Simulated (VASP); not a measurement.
Write the native input for VASP 6.6.1 that does the following.

```
Task                   : single point
Functional             : PBE
Potentials or basis    : VASP PAW PBE potentials, release 64 (Nb_sv, Pb_d)
Cutoff                 : 520 eV
k mesh                 : 6 × 6 × 6
Occupations            : fermi-dirac, width 0.1 eV
Spin                   : no spin polarisation
Dipole correction      : no
Further INCAR settings : ALGO = Normal; EDIFF = 1e-06; NBANDS = 63
```

The structure of Nb3Pb lies in POSCAR:

```
Nb3Pb
1.0
    5.4025080000      0.0000000000      0.0000000000
    0.0000000000      5.4025080000      0.0000000000
    0.0000000000      0.0000000000      5.4025080000
Nb Pb
6 2
Direct
    0.2500000000      0.0000000000      0.5000000000
    0.5000000000      0.7500000000      0.0000000000
    0.7500000000      0.0000000000      0.5000000000
    0.5000000000      0.2500000000      0.0000000000
    0.0000000000      0.5000000000      0.7500000000
    0.0000000000      0.5000000000      0.2500000000
    0.0000000000      0.0000000000      0.0000000000
    0.5000000000      0.5000000000      0.5000000000
```

These files were run (other wordings do the same):

INCAR

```
  PREC = Accurate
  ENCUT = 520
  EDIFF = 1E-6
  ISMEAR = -1
  SIGMA = 0.1
  LREAL = F
  LASPH = T
  NELM = 80
  ALGO = Normal
  ISIF = 2
  LWAVE = F
  LCHARG = T
  GGA = PE
  LELF = T
  LVHAR = T
  NBANDS = 63
```

KPOINTS

```
regular mesh
0
Gamma
  6 6 6
```

Potentials or basis: VASP PAW PBE potentials, release 64 (Nb_sv, Pb_d).

Launch:

```console
$ cat potpaw_PBE.64/Nb_sv/POTCAR potpaw_PBE.64/Pb_d/POTCAR > POTCAR
$ mpirun -np 1 vasp_std > vasp.out
```

It gave:

```yaml
Pressure: -2.8 GPa
Band_gap_on_the_k_mesh: zero (bands 53 and 54 overlap by 0.61 eV)
```

Caveat: spin-orbit coupling is left out, which moves the levels of the heavy elements.

It took 2.8 min on 1 thread of Intel(R) Xeon(R) Platinum 8259CL CPU @ 2.50GHz (Skylake/Cascade Lake) (shared host), peak memory 0.33 GiB.
